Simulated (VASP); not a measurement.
# NaPF6 in VASP: single point with r2SCAN

Aim: the single point of NaPF6 with r2SCAN.

Program: VASP 6.6.1. These are calculated values, not measurements. Logs are shortened: lines on timing, memory, paths and dates and some standing lists are left out, and cuts for length are marked.

## (1) The cell of the first run

The cell holds a disordered packing, 8 atoms: a = 5.484 Å, b = 4.719 Å, c = 5.086 Å, α = 78.72°, β = 97.83°, γ = 83.69°.

## (2) Single point, r2SCAN

The input, POSCAR:

```
NaPF6
1.0
    5.4286240000      0.7041420000     -0.3214140000
   -0.0463050000      4.6784440000      0.6164460000
   -0.4438250000      0.3332490000      5.0559010000
Na F P
1 6 1
Direct
    0.3017450000      0.2001310000      0.0716220000
    0.6506180000      0.6685000000      0.2845850000
    0.1189730000      0.7201550000      0.6461980000
    0.7867220000      0.3843440000      0.0789830000
    0.4642580000      0.7652410000      0.5804700000
    0.8134870000      0.5162710000      0.6793820000
    0.8883990000      0.9711170000      0.3127240000
    0.7844920000      0.9985820000      0.7942150000
```

The input, INCAR.step1:

```
SYSTEM = NaPF6
PREC     = Accurate       ! precision mode
ENCUT    = 520            ! plane-wave cutoff, eV
ISMEAR   = -1             ! smearing method
SIGMA    = 0.0293         ! smearing width, eV
LREAL    = .False.        ! projectors in reciprocal space
LASPH    = .True.         ! aspherical terms in the spheres
NELM     = 100            ! most SCF steps
NBANDS   = 37             ! bands
GGA      = PE             ! functional
ALGO     = Normal         ! electronic algorithm
EDIFF    = 1E-4           ! SCF threshold, eV
LWAVE    = .True.         ! write WAVECAR
LCHARG   = .False.        ! write CHGCAR
```

The input, INCAR.step2:

```
SYSTEM = NaPF6
PREC     = Accurate       ! precision mode
ENCUT    = 520            ! plane-wave cutoff, eV
EDIFF    = 1E-7           ! SCF threshold, eV
ISMEAR   = -1             ! smearing method
SIGMA    = 0.0293         ! smearing width, eV
LREAL    = .False.        ! projectors in reciprocal space
LASPH    = .True.         ! aspherical terms in the spheres
NELM     = 100            ! most SCF steps
ALGO     = Normal         ! electronic algorithm
ISIF     = 2              ! what is computed and relaxed
LWAVE    = .False.        ! write WAVECAR
LCHARG   = .False.        ! write CHGCAR
METAGGA  = R2SCAN         ! meta-GGA
LMIXTAU  = .True.       
NBANDS   = 37             ! bands
ISTART   = 1
```

The input, KPOINTS:

```
Automatic mesh
0
Gamma
  4 4 4
  0 0.5 0.5
```

Potentials or basis: VASP PAW PBE potentials, release 64 (Na_pv, F, P).

Run with:

```
cat potpaw_PBE.64/Na_pv/POTCAR potpaw_PBE.64/F/POTCAR potpaw_PBE.64/P/POTCAR > POTCAR
cp INCAR.step1 INCAR
mpirun -np 1 vasp_std > vasp.out
cp INCAR.step2 INCAR
mpirun -np 1 vasp_std > vasp.out
```

OUTCAR:

```text
SYSTEM = NaPF6
   PREC = Accurate
   ENCUT = 520
   EDIFF = 1E-7
   ISMEAR = -1
   LREAL = .False.
   LASPH = .True.
   NELM = 100
   ISIF = 2
   METAGGA = R2SCAN
   ISTART = 1

 ion  position               nearest neighbor table
   1  0.302  0.200  0.072-
   2  0.651  0.669  0.285-
   3  0.119  0.720  0.646-   8 2.43
   4  0.787  0.384  0.079-
   5  0.464  0.765  0.580-   8 2.42
   6  0.813  0.516  0.679-   8 2.43
   7  0.888  0.971  0.313-
   8  0.784  0.999  0.794-   5 2.42   6 2.43   3 2.43

  LATTYP: Found a triclinic cell.
 ALAT       =    13.5688786009
 B/A-ratio  =     0.9361262478
 C/A-ratio  =     1.1800449189
 COS(alpha) =     0.0049901737
 COS(beta)  =     0.6594981107
 COS(gamma) =     0.7535867268

  Lattice vectors:

 A1 = (   6.3625790000,  -4.6408000000, -11.0496620000)
 A2 = (  11.3010730000,   1.0750350000,  -5.6987290000)
 A3 = (  -4.4483640000, -10.7275280000, -11.0232800000)

Analysis of symmetry for initial positions (statically):
=====================================================================
 Subroutine PRICEL returns:
 Original cell was already a primitive cell.

 Routine SETGRP: Setting up the symmetry group for a
 triclinic supercell.

 Subroutine GETGRP returns: Found  1 space group operations
 (whereof  1 operations were pure point group operations)
 out of a pool of  2 trial point group operations.

The static configuration has the point symmetry C_1 .

Analysis of symmetry for dynamics (positions and initial velocities):
=====================================================================
 Subroutine PRICEL returns:
 Original cell was already a primitive cell.

 Routine SETGRP: Setting up the symmetry group for a
 triclinic supercell.

 Subroutine GETGRP returns: Found  1 space group operations
 (whereof  1 operations were pure point group operations)
 out of a pool of  2 trial point group operations.

The dynamic configuration has the point symmetry C_1 .

 Subroutine INISYM returns: Found  1 space group operations
 (whereof  1 operations are pure point group operations),
 and found     1 'primitive' translations

----------------------------------------------------------------------------------------

                                     Primitive cell

  volume of cell :     126.6019

  direct lattice vectors                    reciprocal lattice vectors
     5.428624000  0.704142000 -0.321414000     0.185213040 -0.000311849  0.016279215
    -0.046305000  4.678444000  0.616446000    -0.028966261  0.215667676 -0.016758039
    -0.443825000  0.333249000  5.055901000     0.015306114 -0.026315331  0.200866827

  length of vectors
     5.483528194  4.719108823  5.086272746     0.185927352  0.218248534  0.203160666

  position of ions in fractional coordinates (direct lattice)
     0.301745000  0.200131000  0.071622000
     0.650618000  0.668500000  0.284585000
     0.118973000  0.720155000  0.646198000
     0.786722000  0.384344000  0.078983000
     0.464258000  0.765241000  0.580470000
     0.813487000  0.516271000  0.679382000
     0.888399000  0.971117000  0.312724000
     0.784492000  0.998582000  0.794215000

  ion indices of the primitive-cell ions
   primitive index   ion index
                 1           1
                 2           2
                 3           3
                 4           4
                 5           5
                 6           6
                 7           7
                 8           8

----------------------------------------------------------------------------------------

 KPOINTS: Automatic mesh

Automatic generation of k-mesh.
 Grid dimensions read from file:
 generate k-points for:    4    4    4

 Generating k-lattice:

  Cartesian coordinates                     Fractional coordinates (reciprocal lattice)
     0.046303260 -0.000077962  0.004069804     0.250000000  0.000000000  0.000000000
    -0.007241565  0.053916919 -0.004189510     0.000000000  0.250000000  0.000000000
     0.003826529 -0.006578833  0.050216707     0.000000000  0.000000000  0.250000000

  Length of vectors
     0.046481838  0.054562133  0.050790166

  Shift w.r.t. Gamma in fractional coordinates (k-lattice)
     0.000000000  0.500000000  0.500000000

 Subroutine IBZKPT returns following result:
 ===========================================

 Found     32 irreducible k-points:

 Following reciprocal coordinates:
            Coordinates               Weight
 -0.000000  0.125000  0.125000      2.000000
  0.250000  0.125000  0.125000      2.000000
  0.500000  0.125000  0.125000      2.000000
 -0.250000  0.125000  0.125000      2.000000
 -0.000000  0.375000  0.125000      2.000000
  0.250000  0.375000  0.125000      2.000000
[... 16 lines left out ...]
  0.500000  0.375000  0.375000      2.000000
 -0.250000  0.375000  0.375000      2.000000
 [... further k-points ...]
   k-points           NKPTS =     32   k-points in BZ     NKDIM =     32   number of bands    NBANDS=     37
   number of dos      NEDOS =    301   number of ions     NIONS =      8
   total plane-waves  NPLWV =  60480
   dimension x,y,z NGX =    42 NGY =   36 NGZ =   40
   dimension x,y,z NGXF=    84 NGYF=   72 NGZF=   80
   ions per type =               1   6   1
   NGX,Y,Z   is equivalent  to a cutoff of  12.73, 12.68, 13.07 a.u.
   NGXF,Y,Z  is equivalent  to a cutoff of  25.47, 25.36, 26.15 a.u.
 SYSTEM =  NaPF6
   PREC   = accura    normal or accurate (medium, high low for compatibility)
   ISTART =      1    job   : 0-new  1-cont  2-samecut
   ICHARG =      0    charge: 1-file 2-atom 10-const
   ISPIN  =      1    spin polarized calculation?
   LNONCOLLINEAR =      F non collinear calculations
   LSORBIT =      F    spin-orbit coupling
   LASPH  =      T    aspherical Exc in radial PAW
   ENCUT  =  520.0 eV  38.22 Ry    6.18 a.u.  10.20  8.77  9.46*2*pi/ulx,y,z
   NELM   =    100;   NELMIN=  2; NELMDL=  0     # of ELM steps
   EDIFF  = 0.1E-06   stopping-criterion for ELM
   LREAL  =      F    real-space projection
   EDIFFG = 0.1E-05   stopping-criterion for IOM
   NSW    =      0    number of steps for IOM
   IBRION =     -1    ionic relax: 0-MD 1-quasi-New 2-CG
   NFREE  =      0    steps in history (QN), initial steepest desc. (CG)
   ISIF   =      2    stress and relaxation
   ISYM   =      2    0-nonsym 1-usesym 2-fastsym
   POTIM  = 0.5000    time-step for ionic-motion
   TEBEG  =    0.0;   TEEND  =   0.0 temperature during run
   PSTRESS=    0.0 pullay stress
   NELECT =      54.0000    total number of electrons
   NUPDOWN=      -1.0000    fix difference up-down
   EMIN   =  10.00;   EMAX   =-10.00  energy-range for DOS
   EFERMI =   0.00;   METHOD = LEGACY
   ISMEAR =    -1;   SIGMA  =   0.03  broadening in eV -4-tet -1-fermi 0-gaus
   EFERMI_NEDOS =   21; number of points for ismear=-14 and -15
   IALGO  =     38    algorithm
   IMIX   =      4    mixing-type and parameters
     AMIX     =   0.40;   BMIX     =  1.00
     AMIX_MAG =   1.60;   BMIX_MAG =  1.00
  volume/ion in A,a.u.               =      15.83       106.79
  Fermi-wavevector in a.u.,A,eV,Ry     =   1.232327  2.328761 20.662219  1.518630
  Thomas-Fermi vector in A             =   2.367102
   LORBIT       =      0    0 simple, 1 ext, 2 COOP (PROOUT), +10 PAW based schemes
   METAGGA = R2SCAN    functional components
   LHFCALC =     F    Hartree Fock is set to
   AEXX    =    0.0000 exact exchange contribution
   IVDW    =     0    specifies the selected vdW correction
   LEPSILON=     F    determine dielectric tensor
   LRPA    =     F    only Hartree local field effects (RPA)
 non-spin polarized calculation
  energy-cutoff  :      520.00
  volume of cell :      126.60
 maximum number of plane-waves:      3427
 NGX is ok and might be reduce to    42
   NGX = 21   NGY = 17   NGZ = 19

 number of electron      54.0000023 magnetization

 Free energy of the ion-electron system (eV)
  ---------------------------------------------------
  ext. energy  EPLUGINS =         0.00000000
  ---------------------------------------------------
  free energy    TOTEN  =       -32.40693869 eV

  energy without entropy =      -32.38506824  energy(sigma->0) =      -32.39600347

 E-fermi :  -1.2560     XC(G=0):  -8.5684

 val. band max:       -1.2860143443   @ k =  -0.2500  -0.1250   0.3750
 cond. band min:      -1.2559945478   @ k =   0.5000   0.1250   0.3750
 fundamental gap:      0.0300197965
 Fermi energy:        -1.2560013599

 k-point     1 :      -0.0000    0.1250    0.1250
  band No.  band energies     occupation
      1     -25.3798      2.00000
      2     -25.0081      2.00000
      3     -24.9682      2.00000
      4     -24.9402      2.00000
      5     -24.2373      2.00000
      6     -23.8172      2.00000
[... 29 lines left out ...]
     36       9.8322      0.00000
     37      10.3488      0.00000

 k-point     2 :       0.2500    0.1250    0.1250
  band No.  band energies     occupation
      1     -25.3156      2.00000
      2     -25.0079      2.00000
      3     -24.9657      2.00000
      4     -24.9381      2.00000
      5     -24.3408      2.00000
      6     -23.9412      2.00000
[... 29 lines left out ...]
     36       9.8893      0.00000
     37      11.0617      0.00000

 k-point     3 :       0.5000    0.1250    0.1250
  band No.  band energies     occupation
      1     -25.2251      2.00000
      2     -25.0081      2.00000
      3     -24.9588      2.00000
      4     -24.9265      2.00000
      5     -24.5648      2.00000
      6     -23.9296      2.00000
[... 29 lines left out ...]
     36       9.8081      0.00000
     37      10.8301      0.00000
[... 761 lines left out ...]
 k-point    23 :       0.5000    0.3750    0.3750
  band No.  band energies     occupation
      1     -25.0544      2.00000
      2     -25.0087      2.00000
      3     -24.9569      2.00000
      4     -24.9040      2.00000
      5     -24.5903      2.00000
      6     -24.1293      2.00000
[... 29 lines left out ...]
     36       9.7142      0.00000
     37      10.5884      0.00000

 k-point    24 :      -0.2500    0.3750    0.3750
  band No.  band energies     occupation
      1     -25.1483      2.00000
      2     -25.0085      2.00000
      3     -24.9684      2.00000
      4     -24.9359      2.00000
      5     -24.4682      2.00000
      6     -23.9799      2.00000
[... 29 lines left out ...]
     36       9.9760      0.00000
     37      10.5870      0.00000

 [... further k-points ...]
[... 5 lines left out ...]
  --------------------------------------------------------------------------------------
  -------------------------------------------------------------------------------------
  Total        4.7112942     -5.1993729     -1.1091682      0.2436404     -5.0624521      1.8813541
  in kB       59.6225628    -65.7993162    -14.0367904      3.0833283    -64.0665511     23.8089896
  external PRESSURE =      -6.7378480 kB  Pullay stress =       0.0000000 kB

 VOLUME and BASIS-vectors are now :
 -----------------------------------------------------------------------------
  energy-cutoff  :      520.00
  volume of cell :      126.60
      direct lattice vectors                 reciprocal lattice vectors
     5.428624000  0.704142000 -0.321414000     0.185213040 -0.000311849  0.016279215
    -0.046305000  4.678444000  0.616446000    -0.028966261  0.215667676 -0.016758039
    -0.443825000  0.333249000  5.055901000     0.015306114 -0.026315331  0.200866827

 POSITION                                       TOTAL-FORCE (eV/Angst)
 -----------------------------------------------------------------------------------
      1.59701      1.17264      0.38850        -0.010226      0.209206      0.466011
      3.37470      3.68050      1.64181        -1.654495     -0.755885     -1.785825
      0.32571      3.66832      3.67281         0.512834      0.838252      2.323743
      4.21797      2.37842      0.38339        -0.173304     -0.570839     -0.268916
      2.22722      4.10048      3.25731        -0.307115      2.421038      0.637438
      4.09068      3.21456      3.49168         0.871435     -2.970214      0.371455
      4.63902      5.27309      1.89420         0.284039      1.685164     -0.701879
      3.85998      5.48888      4.37890         0.476832     -0.856720     -1.042027
 -----------------------------------------------------------------------------------
    total drift:                                0.021578      0.018024      0.012585

  FREE ENERGIE OF THE ION-ELECTRON SYSTEM (eV)
  ---------------------------------------------------
  free  energy   TOTEN  =       -32.4069386880 eV

  energy  without entropy=      -32.3850682429  energy(sigma->0) =      -32.39600347
```

It took 14 min on 1 thread of Intel Xeon Platinum 8259CL at 2.50GHz (Skylake/Cascade Lake), shared host; peak memory 0.31 GiB.

Results:

```yaml
Free_energy: -32.4069 eV
Pressure: -0.7 GPa
Largest_force: 3.118 eV/Å
Band_gap_on_the_k_mesh: zero (bands 27 and 28 overlap by 0.04 eV)
```

Forces on the atoms (eV/Å):
```
Na  -0.010  0.209  0.466
F   -1.654 -0.756 -1.786
F    0.513  0.838  2.324
F   -0.173 -0.571 -0.269
F   -0.307  2.421  0.637
F    0.871 -2.970  0.371
F    0.284  1.685 -0.702
P    0.477 -0.857 -1.042
```

Stress tensor (GPa, compression positive):
```
 5.96  0.31  2.38
 0.31 -6.58 -6.41
 2.38 -6.41 -1.40
```

Levels at points of the mesh, in eV from the Fermi level:
```
           k point  band 23  band 24  band 25  band 26  band 27  band 28  band 29  band 30  band 31  band 32
(0.00, 0.12, 0.12)    -1.86    -1.02    -0.57    -0.25    -0.16     0.30     0.54     1.25     2.31     5.41
```

Caveat: the PAW data sets were made with another functional, which shifts forces and pressure a little.
